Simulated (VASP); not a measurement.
Runs of VASP 6.6.1 on SrTiO3. The structure is that of space group Pm-3m (No. 221), or close to it. The cells are those of the table. 

| task | potentials or basis | cell | cutoff (eV) | gap on the mesh (eV) | pressure (GPa) |
| --- | --- | --- | --- | --- | --- |
| relaxation of cell and atoms | VASP PAW PBE potentials, release 64 (Sr_sv, Ti_sv, O) | relaxed to 8 GPa from a = 3.866 Å, 5 atoms | 600 | (b) | 8.0 |
| single point | VASP PAW PBE potentials, release 64 (Sr_sv, Ti_sv, O) | a = 3.976, b = 3.976, c = 3.882 Å, 5 atoms | 520 | 2.75 | -0.6 |
| single point | VASP PAW PBE potentials, release 64 (Sr_sv, Ti_sv, O) | a = 3.859, b = 3.859, c = 3.956 Å, 5 atoms | 520 | 2.84 | 7.6 |
| single point | VASP PAW PBE potentials, release 64 (Sr_sv, Ti_sv, O) | a = 3.859, b = 3.859, c = 3.953 Å, 5 atoms | 520 | 2.84 | 7.8 |
| single point | VASP PAW PBE potentials, release 64 (Sr_sv, Ti_sv, O_h) | a = 3.658 Å, 5 atoms | 1480 | 3.33 | 65.6 |
| single point | VASP PAW PBE potentials, release 64 (Sr_sv, Ti_sv, O) | a = 4.035, b = 4.035, c = 3.852 Å, 5 atoms | 520 | 2.67 | -3.9 |
| single point | VASP PAW PBE potentials, release 64 (Sr_sv, Ti_sv, O) | a = 4.035, b = 4.035, c = 3.847 Å, 5 atoms | 520 | 2.67 | -3.6 |
| relaxation of cell and atoms | VASP PAW PBE potentials, release 64 (Sr_sv, Ti_sv, O) | relaxed to 15 GPa from a = 3.827 Å, 5 atoms | 600 | (a) | 15.0 |

Alike in all rows: level r2SCAN+U; no spin polarisation; Ti d U = 4.0 eV; k mesh 6 × 6 × 6; smearing gaussian 0.02 eV.

Problem. Fill in the values left out.

Solution. (a) 2.98; (b) 2.90.

Caveats: the PAW data sets were made with another functional, which shifts forces and pressure a little; the cell is relaxed towards a set pressure, so the run minimises the enthalpy, not the energy (at least some runs); the stress differs along the axes, from 3 to 10 GPa (at least some runs); the stress differs along the axes, from -8 to 4 GPa (at least some runs); the stress differs along the axes, from -3 to 3 GPa (at least some runs); the cell stands under pressure (at least some runs).

A k mesh can miss the band edges, and the runs leave out spin-orbit coupling on Sr.
